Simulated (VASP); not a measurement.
# CdSe (P6_3mc) in VASP: notebook, part 2 of 2

VASP 6.6.1. Earlier steps stand in the parts before.

## (3) Single point, r2SCAN (in-plane strain -0.01)

File POSCAR:

```
CdSe
1.0
    4.2966416105      0.0000000000      0.0000000000
   -2.1483208052      3.7210007856      0.0000000000
    0.0000000000      0.0000000000      7.1202032067
Cd Se
2 2
Direct
    0.3333333333      0.6666666667      0.0045374022
    0.6666666667      0.3333333333      0.5045374022
    0.3333333333      0.6666666667      0.3804625978
    0.6666666667      0.3333333333      0.8804625978
```

File INCAR.step1:

```
SYSTEM = CdSe
ALGO = Normal ; EDIFF = 1E-4
ENCUT = 520 ; GGA = PE
ISMEAR = 0 ; LASPH = .TRUE.
LCHARG = .FALSE. ; LREAL = .FALSE.
LWAVE = .TRUE. ; NBANDS = 26
NELM = 100 ; PREC = Accurate
SIGMA = 0.01
```

File INCAR.step2:

```
SYSTEM = CdSe
ALGO = Normal ; EDIFF = 1E-6
ENCUT = 520 ; ISIF = 2
ISMEAR = 0 ; ISTART = 1
LASPH = .TRUE. ; LCHARG = .FALSE.
LMIXTAU = .TRUE. ; LREAL = .FALSE.
LWAVE = .FALSE. ; METAGGA = R2SCAN
NBANDS = 26 ; NELM = 100
PREC = Accurate ; SIGMA = 0.01
```

File KPOINTS:

```
k-points
0
G
  6 6 4
  0 0 0
```

Potentials or basis: VASP PAW PBE potentials, release 64 (Cd, Se).

The run is started by

```
$ cat potpaw_PBE.64/Cd/POTCAR potpaw_PBE.64/Se/POTCAR > POTCAR
$ cp INCAR.step1 INCAR
$ mpirun -np 1 vasp_std > vasp.out
$ cp INCAR.step2 INCAR
$ mpirun -np 1 vasp_std > vasp.out
```

OUTCAR:

```text
SYSTEM = CdSe
   EDIFF = 1E-6
   ENCUT = 520
   ISIF = 2
   ISMEAR = 0
   ISTART = 1
   LASPH = .TRUE.
   LREAL = .FALSE.
   METAGGA = R2SCAN
   NELM = 100
   PREC = Accurate

 ion  position               nearest neighbor table
   1  0.333  0.667  0.005-   4 2.63   4 2.63   4 2.63   3 2.68
   2  0.667  0.333  0.505-   3 2.63   3 2.63   3 2.63   4 2.68
   3  0.333  0.667  0.380-   2 2.63   2 2.63   2 2.63   1 2.68
   4  0.667  0.333  0.880-   1 2.63   1 2.63   1 2.63   2 2.68

  LATTYP: Found a hexagonal cell.
 ALAT       =     4.2966416105
 C/A-ratio  =     1.6571554838

  Lattice vectors:

 A1 = (   4.2966416105,   0.0000000000,   0.0000000000)
 A2 = (  -2.1483208052,   3.7210007856,   0.0000000000)
 A3 = (   0.0000000000,   0.0000000000,   7.1202032067)

Analysis of symmetry for initial positions (statically):
=====================================================================
 Subroutine PRICEL returns:
 Original cell was already a primitive cell.

 Routine SETGRP: Setting up the symmetry group for a
 hexagonal supercell.

 Subroutine GETGRP returns: Found 12 space group operations
 (whereof  6 operations were pure point group operations)
 out of a pool of 24 trial point group operations.

The static configuration has the point symmetry C_3v.
 The point group associated with its full space group is C_6v.

Analysis of symmetry for dynamics (positions and initial velocities):
=====================================================================
 Subroutine PRICEL returns:
 Original cell was already a primitive cell.

 Routine SETGRP: Setting up the symmetry group for a
 hexagonal supercell.

 Subroutine GETGRP returns: Found 12 space group operations
 (whereof  6 operations were pure point group operations)
 out of a pool of 24 trial point group operations.

The dynamic configuration has the point symmetry C_3v.
 The point group associated with its full space group is C_6v.

[... 116 lines left out ...]
   IMIX   =      4    mixing-type and parameters
     AMIX     =   0.40;   BMIX     =  1.00
     AMIX_MAG =   1.60;   BMIX_MAG =  1.00
  volume/ion in A,a.u.               =      28.46       192.05
  Fermi-wavevector in a.u.,A,eV,Ry     =   1.115360  2.107726 16.926041  1.244029
  Thomas-Fermi vector in A             =   2.251964
   LORBIT       =      0    0 simple, 1 ext, 2 COOP (PROOUT), +10 PAW based schemes
   METAGGA = R2SCAN    functional components
   LHFCALC =     F    Hartree Fock is set to
   AEXX    =    0.0000 exact exchange contribution
   IVDW    =     0    specifies the selected vdW correction
   LEPSILON=     F    determine dielectric tensor
   LRPA    =     F    only Hartree local field effects (RPA)
 non-spin polarized calculation
 Gauss-broadening in eV      SIGMA  =   0.01
  energy-cutoff  :      520.00
  volume of cell :      113.84
 maximum number of plane-waves:      3096
 NGX is ok and might be reduce to    32
   NGX = 15   NGY = 15   NGZ = 27

 number of electron      35.9999986 magnetization

 Free energy of the ion-electron system (eV)
  ---------------------------------------------------
  ext. energy  EPLUGINS =         0.00000000
  ---------------------------------------------------
  free energy    TOTEN  =       -71.81760860 eV

  energy without entropy =      -71.81760860  energy(sigma->0) =      -71.81760860

 E-fermi :   0.6156     XC(G=0):  -9.3649

 val. band max:        0.5720921658   @ k =   0.0000   0.0000   0.0000
 cond. band min:       1.6775491090   @ k =   0.0000   0.0000   0.0000
 fundamental gap:      1.1054569433
 Fermi energy:         0.6156372553

 k-point     1 :       0.0000    0.0000    0.0000
  band No.  band energies     occupation
      1     -12.4043      2.00000
      2     -12.0436      2.00000
      3      -7.5678      2.00000
      4      -7.5677      2.00000
      5      -7.5561      2.00000
      6      -7.5008      2.00000
[... 598 lines left out ...]
     25       9.9062      0.00000
     26       9.9062      0.00000

------------------------ aborting loop because EDIFF is reached ----------------------------------------

  FORCE on cell =-STRESS in cart. coord.  units (eV):
  Direction    XX          YY          ZZ          XY          YZ          ZX
  --------------------------------------------------------------------------------------
  -------------------------------------------------------------------------------------
  Total        1.0908579      1.0908579      0.0322470      0.0000000      0.0000000      0.0000000
  in kB       15.3531495     15.3531495      0.4538565      0.0000000      0.0000000      0.0000000
  external PRESSURE =      10.3867185 kB  Pullay stress =       0.0000000 kB

 VOLUME and BASIS-vectors are now :
 -----------------------------------------------------------------------------
  energy-cutoff  :      520.00
  volume of cell :      113.84
      direct lattice vectors                 reciprocal lattice vectors
     4.296641611  0.000000000  0.000000000     0.232739914  0.134372452  0.000000000
    -2.148320805  3.721000786  0.000000000     0.000000000  0.268744904  0.000000000
     0.000000000  0.000000000  7.120203207     0.000000000  0.000000000  0.140445430

 POSITION                                       TOTAL-FORCE (eV/Angst)
 -----------------------------------------------------------------------------------
     -0.00000      2.48067      0.03231         0.000000     -0.000000      0.118951
      2.14832      1.24033      3.59241        -0.000000      0.000000      0.118951
     -0.00000      2.48067      2.70897         0.000000     -0.000000     -0.118951
      2.14832      1.24033      6.26907        -0.000000      0.000000     -0.118951
 -----------------------------------------------------------------------------------
    total drift:                               -0.000000      0.000000      0.003608

  FREE ENERGIE OF THE ION-ELECTRON SYSTEM (eV)
  ---------------------------------------------------
  free  energy   TOTEN  =       -71.8176085985 eV

  energy  without entropy=      -71.8176085985  energy(sigma->0) =      -71.81760860
```

OUTCAR.step1:

```text
SYSTEM = CdSe
   EDIFF = 1E-4
   ENCUT = 520
   GGA = PE
   ISMEAR = 0
   LASPH = .TRUE.
   LREAL = .FALSE.
   NELM = 100
[... 833 lines left out ...]
      2.14832      1.24033      3.59241        -0.000000      0.000000      0.122583
     -0.00000      2.48067      2.70897         0.000000     -0.000000     -0.122583
      2.14832      1.24033      6.26907         0.000000      0.000000     -0.122583
 -----------------------------------------------------------------------------------
    total drift:                               -0.000000     -0.000000      0.000151

  FREE ENERGIE OF THE ION-ELECTRON SYSTEM (eV)
  ---------------------------------------------------
  free  energy   TOTEN  =       -10.9419486139 eV

  energy  without entropy=      -10.9419486139  energy(sigma->0) =      -10.94194861
```

Wall time 5.4 min (1 thread of Intel Xeon 8259CL, shared host); peak memory 0.26 GiB.

What came out:

```yaml
Free_energy: -71.8176 eV
Pressure: 1.0 GPa
Largest_force: 0.119 eV/Å
Band_gap_on_the_k_mesh: 1.11 eV
```

Forces on the atoms (eV/Å):
```
Cd   0.000  0.000  0.119
Cd   0.000  0.000  0.119
Se   0.000  0.000 -0.119
Se   0.000  0.000 -0.119
```

Stress tensor (GPa, compression positive):
```
1.54 0.00 0.00
0.00 1.54 0.00
0.00 0.00 0.05
```

Caveat: the cell differs from its parent crystal (in-plane strain -0.01); the PAW data sets were made with another functional, which shifts forces and pressure a little.
